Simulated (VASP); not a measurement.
The system is Pr2F3.

```
CELL_PARAMETERS angstrom
3.82854 0.00000 0.00000
-1.91427 3.31562 0.00000
0.00000 0.00000 6.92887
ATOMIC_POSITIONS crystal
Pr 0.66667 0.33333 0.78446
Pr 0.33333 0.66667 0.21554
F 0.66667 0.33333 0.39635
F 0.33333 0.66667 0.60365
F 0.00000 0.00000 0.00000
```

The cell was generated, and may not be a known phase.

- Program: VASP 6.6.1
- Task: relaxation of cell and atoms
- Functional: PBE
- Potentials or basis: VASP PAW PBE potentials, release 64 (Pr, F)
- Cutoff: 600 eV
- k mesh: 12 × 12 × 6
- Occupations: gaussian, width 0.1 eV
- Spin: no spin polarisation

At the start: pressure -5.9 GPa; volume 17.59 Å³/atom.

Problem. Where does the relaxation end?

Solution. Over 23 steps the energy falls by 41.1 meV/atom and the volume is 16.03 Å³/atom (-8.9 %); space group P-3m1 (No. 164, to 0.1 Å) before and after.

The path:
```
step  energy change (eV)  largest force (eV/Å)  pressure (GPa)  volume (Å³)
   1              0.0000                0.4346           -5.91        87.95
   2             -0.1731                0.3432           -0.57        79.95
   3             -0.1710                0.3899            0.51        79.23
   4             -0.1725                0.3624            0.30        79.59
   5             -0.1729                0.3500            0.12        79.76
   6             -0.1840                0.2503            0.37        79.42
   7             -0.1946                0.1419            0.85        78.61
   8             -0.2003                0.1477           -0.53        79.83
   9             -0.2002                0.1482           -0.25        79.76
  10             -0.2003                0.1498           -0.24        79.80
  11             -0.2038                0.0337           -0.01        79.81
  12             -0.2041                0.0547            0.17        79.81
  13             -0.2047                0.0410           -0.10        80.12
  14             -0.2048                0.0360           -0.24        80.28
  15             -0.2055                0.0299           -0.06        80.15
  16             -0.2056                0.0236            0.02        80.08
  17             -0.2055                0.0121            0.27        79.93
  18             -0.2057                0.0158            0.12        80.03
  19             -0.2057                0.0187            0.08        80.04
  20             -0.2057                0.0251            0.04        80.06
  21             -0.2057                0.0197            0.11        80.05
  22             -0.2057                0.0137           -0.26        80.23
  23             -0.2057                0.0095           -0.02        80.15
```

Final structure:
```xyz
5
Lattice="3.6606 0.0000 0.0000 -1.8303 3.1702 0.0000 0.0000 0.0000 6.9065" Properties=species:S:1:pos:R:3 pbc="T T T"
Pr    1.8303    1.0567    5.4870
Pr    0.0000    2.1134    1.4195
F     1.8303    1.0567    2.6494
F     0.0000    2.1134    4.2572
F     0.0000    0.0000    0.0000
```

Caveat: the highest band is partly filled, so the run has too few bands; an odd number of electrons without spin polarisation forces a metal; a magnetic or distorted state may lie lower; the run has no spin polarisation, though such a crystal can be magnetic; semilocal functionals describe open f shells poorly, which spoils levels, moments and volumes.
